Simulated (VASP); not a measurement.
PtSe2: single point with PBE+D3(BJ)

System: PtSe2, a slab with vacuum.

```xyz
6
Lattice="3.7070 0.0000 0.0000 -1.8535 3.2104 0.0000 0.0000 0.0000 22.7982" Properties=species:S:1:pos:R:3 pbc="T T T"
Se    1.8535    1.0701    4.5000
Se    0.0000    2.1403    7.1491
Se    0.9268    2.6753   10.8091
Se   -0.9268    3.7455   13.4582
Pt    0.0000    0.0000    5.8245
Pt   -0.9268    1.6052   12.1336
```

This cell differs from its parent crystal: layers slid over each other.

```yaml
Program: VASP 6.6.1
Task: single point
Functional: PBE
Dispersion: D3(BJ)
Potentials_or_basis: VASP PAW PBE potentials, release 64 (Se, Pt)
Cutoff: 520 eV
k_mesh: 9 × 9 × 1
Occupations: gaussian, width 0.05 eV
Spin: no spin polarisation
Dipole_correction: yes
Further_INCAR_settings: ALGO = Normal; EDIFF = 1e-06; NBANDS = 31
```

| Quantity | Value |
| --- | --- |
| Largest force | 0.060 eV/Å |
| Band gap on the k mesh | 1.02 eV (least direct gap 1.20 eV) |
| Dispersion energy per atom | -0.339 eV |

Forces in eV/Å, atoms in the order of the input:
```
Se  -0.013 -0.007  0.000
Se  -0.019 -0.011  0.056
Se   0.019  0.011 -0.056
Se   0.013  0.007  0.000
Pt   0.010  0.006  0.052
Pt  -0.010 -0.006 -0.052
```

Levels at points of the mesh, in eV from the valence-band top:
| k point | band 20 | band 21 | band 22 | band 23 | band 24 | band 25 |
| --- | --- | --- | --- | --- | --- | --- |
| (0.00, 0.00, 0.00) | -0.22 | -0.20 | -0.20 | 2.72 | 2.74 | 2.75 |

Wall time 5.4 min on 1 thread of Intel(R) Xeon(R) Platinum 8375C CPU @ 2.90GHz (Ice Lake) (shared host), peak memory 0.49 GiB.

Caveat: the cell differs from its parent crystal (layers slid over each other); spin-orbit coupling is left out, which moves the levels of the heavy elements.
